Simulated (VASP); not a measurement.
# CdS (P3m1) in VASP: a series of runs, part 2 of 2

VASP 6.6.1. Earlier steps stand in the parts before.

## (4) Single point, r2SCAN

This run uses another cell than the first one.

Input file POSCAR:

```
CdS
1.0
    4.2893904913      0.0000000000      0.0000000000
   -2.1446952456      3.7147206593      0.0000000000
    0.0000000000      0.0000000000      5.8426123520
Cd S
1 1
Direct
    0.0000000000      0.0000000000      0.4426920000
    0.6666666667      0.3333333333      0.4343080000
```

Input file INCAR.step1:

```
SYSTEM = CdS
ALGO     = Normal         ! electronic algorithm
EDIFF    = 1E-4           ! SCF threshold, eV
ENCUT    = 520            ! plane-wave cutoff, eV
GGA      = PE             ! functional
ISMEAR   = 0              ! smearing method
LASPH    = .True.         ! aspherical terms in the spheres
LCHARG   = .False.        ! write CHGCAR
LREAL    = .False.        ! projectors in reciprocal space
LWAVE    = .True.         ! write WAVECAR
NBANDS   = 16             ! bands
NELM     = 60             ! most SCF steps
PREC     = Accurate       ! precision mode
SIGMA    = 0.01           ! smearing width, eV
```

Input file INCAR.step2:

```
SYSTEM = CdS
ALGO     = Normal         ! electronic algorithm
EDIFF    = 1E-6           ! SCF threshold, eV
ENCUT    = 520            ! plane-wave cutoff, eV
ISIF     = 2              ! what is computed and relaxed
ISMEAR   = 0              ! smearing method
ISTART   = 1            
LASPH    = .True.         ! aspherical terms in the spheres
LCHARG   = .False.        ! write CHGCAR
LMIXTAU  = .True.       
LREAL    = .False.        ! projectors in reciprocal space
LWAVE    = .False.        ! write WAVECAR
METAGGA  = R2SCAN         ! meta-GGA
NBANDS   = 16             ! bands
NELM     = 60             ! most SCF steps
PREC     = Accurate       ! precision mode
SIGMA    = 0.01           ! smearing width, eV
```

Input file KPOINTS:

```
k-points
0
Gamma
  6 6 4
  0 0 0
```

On the command line:

```bash
$ cat potpaw_PBE.64/Cd/POTCAR potpaw_PBE.64/S/POTCAR > POTCAR
$ cp INCAR.step1 INCAR
$ mpirun -np 1 vasp_std > vasp.out
$ cp INCAR.step2 INCAR
$ mpirun -np 1 vasp_std > vasp.out
```

It took 2.4 min on 1 thread of Intel Xeon 8259CL, shared host; peak memory 0.23 GiB.

It converged, with:

- Free energy: -29.0138 eV
- Pressure: -1.2 GPa
- Largest force: 0.018 eV/Å
- Band gap on the k mesh: 1.87 eV

Forces in eV/Å, atoms in the order of the input:
```
Cd   0.000  0.000 -0.018
S    0.000  0.000  0.018
```

Stress tensor (GPa, compression positive):
```
-1.77  0.00  0.00
 0.00 -1.77  0.00
 0.00  0.00 -0.08
```

Levels at points of the mesh, in eV from the valence-band top:
```csv
k point,band 5,band 6,band 7,band 8,band 9,band 10,band 11,band 12,band 13,band 14
"(0.00, 0.00, 0.00)",-7.35,-7.16,-1.04,0.00,0.00,1.87,5.92,7.42,7.42,7.48
"(0.50, 0.00, 0.00)",-7.36,-6.94,-3.53,-1.29,-0.17,4.08,5.60,7.07,7.87,10.57
"(0.00, 0.00, 0.50)",-7.35,-7.15,-1.24,0.00,0.00,2.17,5.38,7.47,7.47,9.74
"(0.50, 0.00, 0.50)",-7.36,-6.94,-3.50,-1.28,-0.27,4.25,4.64,8.11,8.44,10.48
```

Caveat: the PAW data sets were made with another functional, which shifts forces and pressure a little. A k mesh can miss the band edges.

## (5) Single point, r2SCAN

This run uses another cell than the first one.

Input file POSCAR:

```
CdS
1.0
    4.3172444568      0.0000000000      0.0000000000
   -2.1586222284      3.7388428979      0.0000000000
    0.0000000000      0.0000000000      5.8805524563
Cd S
1 1
Direct
    0.0000000000      0.0000000000      0.4426920000
    0.6666666667      0.3333333333      0.4343080000
```

Input file INCAR.step1:

```
SYSTEM = CdS
ALGO = Normal ; EDIFF = 1E-4
ENCUT = 520 ; GGA = PE
ISMEAR = 0 ; LASPH = .TRUE.
LCHARG = .FALSE. ; LREAL = .FALSE.
LWAVE = .TRUE. ; NBANDS = 16
NELM = 60 ; PREC = Accurate
SIGMA = 0.01
```

Input file INCAR.step2:

```
SYSTEM = CdS
ALGO = Normal ; EDIFF = 1E-6
ENCUT = 520 ; ISIF = 2
ISMEAR = 0 ; ISTART = 1
LASPH = .TRUE. ; LCHARG = .FALSE.
LMIXTAU = .TRUE. ; LREAL = .FALSE.
LWAVE = .FALSE. ; METAGGA = R2SCAN
NBANDS = 16 ; NELM = 60
PREC = Accurate ; SIGMA = 0.01
```

Input file KPOINTS:

```
k-points
0
G
  6 6 4
  0 0 0
```

Potentials or basis: VASP PAW PBE potentials, release 64 (Cd, S).

On the command line:

```bash
$ cat potpaw_PBE.64/Cd/POTCAR potpaw_PBE.64/S/POTCAR > POTCAR
$ cp INCAR.step1 INCAR
$ mpirun -np 1 vasp_std > vasp.out
$ cp INCAR.step2 INCAR
$ mpirun -np 1 vasp_std > vasp.out
```

OUTCAR:

```text
SYSTEM = CdS
   EDIFF = 1E-6
   ENCUT = 520
   ISIF = 2
   ISMEAR = 0
   ISTART = 1
   LASPH = .TRUE.
   LREAL = .FALSE.
   METAGGA = R2SCAN
   NELM = 60
   PREC = Accurate

 ion  position               nearest neighbor table
   1  0.000  0.000  0.443-   2 2.49   2 2.49   2 2.49
   2  0.667  0.333  0.434-   1 2.49   1 2.49   1 2.49

  LATTYP: Found a hexagonal cell.
 ALAT       =     4.3172444568
 C/A-ratio  =     1.3621078248

  Lattice vectors:

 A1 = (   4.3172444568,   0.0000000000,   0.0000000000)
 A2 = (  -2.1586222284,   3.7388428979,   0.0000000000)
 A3 = (   0.0000000000,   0.0000000000,   5.8805524563)

Analysis of symmetry for initial positions (statically):
=====================================================================
 Subroutine PRICEL returns:
 Original cell was already a primitive cell.

 Routine SETGRP: Setting up the symmetry group for a
 hexagonal supercell.

 Subroutine GETGRP returns: Found  6 space group operations
 (whereof  6 operations were pure point group operations)
 out of a pool of 24 trial point group operations.

The static configuration has the point symmetry C_3v.
[... 157 lines left out ...]

  energy without entropy =      -28.99734457  energy(sigma->0) =      -28.99734457

 E-fermi :  -2.5003     XC(G=0):  -6.3191

 val. band max:       -2.5470208925   @ k =   0.0000   0.0000   0.5000
 cond. band min:      -0.7183696752   @ k =   0.0000   0.0000   0.0000
 fundamental gap:      1.8286512173
 Fermi energy:        -2.5002622863

 k-point     1 :       0.0000    0.0000    0.0000
  band No.  band energies     occupation
      1     -14.4555      2.00000
      2     -10.3155      2.00000
      3     -10.3155      2.00000
      4      -9.8689      2.00000
      5      -9.8689      2.00000
      6      -9.6911      2.00000
[... 433 lines left out ...]
      3     -10.0100      2.00000
      4      -9.9614      2.00000
      5      -9.9043      2.00000
      6      -9.3125      2.00000
[... 8 lines left out ...]
     15       7.3498      0.00000
     16       8.8796      0.00000

------------------------ aborting loop because EDIFF is reached ----------------------------------------

  FORCE on cell =-STRESS in cart. coord.  units (eV):
  Direction    XX          YY          ZZ          XY          YZ          ZX
  --------------------------------------------------------------------------------------
  -------------------------------------------------------------------------------------
  Total       -1.4764567     -1.4764564     -0.0442331     -0.0000000      0.0000000      0.0000000
  in kB      -24.9212215    -24.9212152     -0.7466137     -0.0000000      0.0000000      0.0000000
  external PRESSURE =     -16.8630168 kB  Pullay stress =       0.0000000 kB

 VOLUME and BASIS-vectors are now :
 -----------------------------------------------------------------------------
  energy-cutoff  :      520.00
  volume of cell :       94.92
      direct lattice vectors                 reciprocal lattice vectors
     4.317244457  0.000000000  0.000000000     0.231629228  0.133731214  0.000000000
    -2.158622228  3.738842898  0.000000000     0.000000000  0.267462428  0.000000000
     0.000000000  0.000000000  5.880552456     0.000000000  0.000000000  0.170052050

 POSITION                                       TOTAL-FORCE (eV/Angst)
 -----------------------------------------------------------------------------------
      0.00000      0.00000      2.60327         0.000000      0.000000     -0.022651
      2.15862      1.24628      2.55397        -0.000000     -0.000000      0.022651
 -----------------------------------------------------------------------------------
    total drift:                                0.000003      0.000002      0.000063

  FREE ENERGIE OF THE ION-ELECTRON SYSTEM (eV)
  ---------------------------------------------------
  free  energy   TOTEN  =       -28.9973445707 eV

  energy  without entropy=      -28.9973445707  energy(sigma->0) =      -28.99734457
```

OUTCAR.step1:

```text
SYSTEM = CdS
   EDIFF = 1E-4
   ENCUT = 520
   GGA = PE
   ISMEAR = 0
   LASPH = .TRUE.
   LREAL = .FALSE.
[... 674 lines left out ...]
      0.00000      0.00000      2.60327         0.000000     -0.000000     -0.011273
      2.15862      1.24628      2.55397         0.000000      0.000000      0.011273
 -----------------------------------------------------------------------------------
    total drift:                                0.000001      0.000004      0.000116

  FREE ENERGIE OF THE ION-ELECTRON SYSTEM (eV)
  ---------------------------------------------------
  free  energy   TOTEN  =        -5.6338270311 eV

  energy  without entropy=       -5.6338270311  energy(sigma->0) =       -5.63382703
```

Run time: 2.3 min. Hardware: 1 thread of Intel Xeon 8259CL, shared host; peak memory 0.23 GiB.

Results:

```yaml
Free_energy: -28.9973 eV
Pressure: -1.7 GPa
Largest_force: 0.023 eV/Å
Band_gap_on_the_k_mesh: 1.83 eV
```

Forces on the atoms (eV/Å):
```
Cd   0.000  0.000 -0.023
S    0.000  0.000  0.023
```

Stress tensor (GPa, compression positive):
```
-2.49  0.00  0.00
 0.00 -2.49  0.00
 0.00  0.00 -0.07
```

Levels at points of the mesh, in eV from the valence-band top:
| k point | band 6 | band 7 | band 8 | band 9 | band 10 | band 11 | band 12 | band 13 |
| --- | --- | --- | --- | --- | --- | --- | --- | --- |
| (0.00, 0.00, 0.00) | -7.14 | -0.96 | 0.00 | 0.00 | 1.83 | 5.94 | 7.41 | 7.41 |
| (0.50, 0.00, 0.00) | -6.92 | -3.45 | -1.24 | -0.12 | 4.05 | 5.61 | 7.06 | 7.89 |
| (0.00, 0.00, 0.50) | -7.14 | -1.16 | 0.00 | 0.00 | 2.11 | 5.39 | 7.46 | 7.46 |
| (0.50, 0.00, 0.50) | -6.92 | -3.42 | -1.23 | -0.22 | 4.21 | 4.68 | 8.11 | 8.36 |

Caveat: the PAW data sets were made with another functional, which shifts forces and pressure a little. A k mesh can miss the band edges.

## (6) Single point, r2SCAN

This run uses another cell than the first one.

Input file POSCAR:

```
CdS
1.0
    4.3447435705      0.0000000000      0.0000000000
   -2.1723717853      3.7626578259      0.0000000000
    0.0000000000      0.0000000000      5.9180092144
Cd S
1 1
Direct
    0.0000000000      0.0000000000      0.4426920000
    0.6666666667      0.3333333333      0.4343080000
```

Input file INCAR.step1:

```
SYSTEM = CdS
ALGO = Normal
EDIFF = 1E-4
ENCUT = 520
GGA = PE
ISMEAR = 0
LASPH = .TRUE.
LCHARG = .FALSE.
LREAL = .FALSE.
LWAVE = .TRUE.
NBANDS = 16
NELM = 80
PREC = Accurate
SIGMA = 0.01
```

Input file INCAR.step2:

```
SYSTEM = CdS
ALGO = Normal
EDIFF = 1E-6
ENCUT = 520
ISIF = 2
ISMEAR = 0
ISTART = 1
LASPH = .TRUE.
LCHARG = .TRUE.
LELF = .TRUE.
LMIXTAU = .TRUE.
LREAL = .FALSE.
LVHAR = .TRUE.
LWAVE = .FALSE.
METAGGA = R2SCAN
NBANDS = 16
NELM = 80
PREC = Accurate
SIGMA = 0.01
```

KPOINTS is that of step 5.

Potentials or basis: VASP PAW PBE potentials, release 64 (Cd, S).

On the command line:

```bash
$ cat potpaw_PBE.64/Cd/POTCAR potpaw_PBE.64/S/POTCAR > POTCAR
$ cp INCAR.step1 INCAR
$ mpirun -np 1 vasp_std > vasp.out
$ cp INCAR.step2 INCAR
$ mpirun -np 1 vasp_std > vasp.out
```

It took 2.7 min on 1 thread of Intel Xeon 8259CL, shared host; peak memory 0.24 GiB.

Results (log left out):

| Item | Value |
| --- | --- |
| Free energy | -28.9758 eV |
| Pressure | -2.1 GPa |
| Largest force | 0.027 eV/Å |
| Band gap on the k mesh | 1.76 eV (least direct gap 1.79 eV) |

Forces in eV/Å, atoms in the order of the input:
```
Cd   0.000  0.000 -0.027
S    0.000  0.000  0.027
```

Stress tensor (GPa, compression positive):
```
-3.13  0.00  0.00
 0.00 -3.13  0.00
 0.00  0.00 -0.07
```

Levels at points of the mesh, in eV from the valence-band top:
```
           k point  band 7  band 8  band 9  band 10  band 11  band 12
(0.00, 0.00, 0.00)   -0.92   -0.03   -0.03     1.76     5.93     7.35
(0.50, 0.00, 0.00)   -3.40   -1.22   -0.11     3.98     5.60     7.02
(0.00, 0.00, 0.50)   -1.11   -0.03   -0.03     2.03     5.36     7.41
(0.50, 0.00, 0.50)   -3.37   -1.21   -0.21     4.14     4.68     8.07
```

Caveat: the PAW data sets were made with another functional, which shifts forces and pressure a little.

## (7) Overview

| cell | gap on the mesh (eV) | pressure (GPa) | largest force (eV/Å) |
| --- | --- | --- | --- |
| a = 4.233, b = 4.233, c = 5.765 Å, angles 90.0, 90.0, 120.0°, 2 atoms | 1.94 | -0.1 | 0.01 |
| a = 4.261, b = 4.261, c = 5.804 Å, angles 90.0, 90.0, 120.0°, 2 atoms | 1.90 | -0.7 | 0.01 |
| a = 4.289, b = 4.289, c = 5.843 Å, angles 90.0, 90.0, 120.0°, 2 atoms | 1.87 | -1.2 | 0.02 |
| a = 4.317, b = 4.317, c = 5.881 Å, angles 90.0, 90.0, 120.0°, 2 atoms | 1.83 | -1.7 | 0.02 |
| a = 4.345, b = 4.345, c = 5.918 Å, angles 90.0, 90.0, 120.0°, 2 atoms | 1.76 | -2.1 | 0.03 |

Alike in all rows: task single point; level r2SCAN; potentials or basis VASP PAW PBE potentials, release 64 (Cd, S); no spin polarisation; k mesh 6 × 6 × 4; cutoff (eV) 520; smearing gaussian 0.01 eV.

Caveats: the PAW data sets were made with another functional, which shifts forces and pressure a little.

Absolute energies hang on the potentials; compare differences alone.
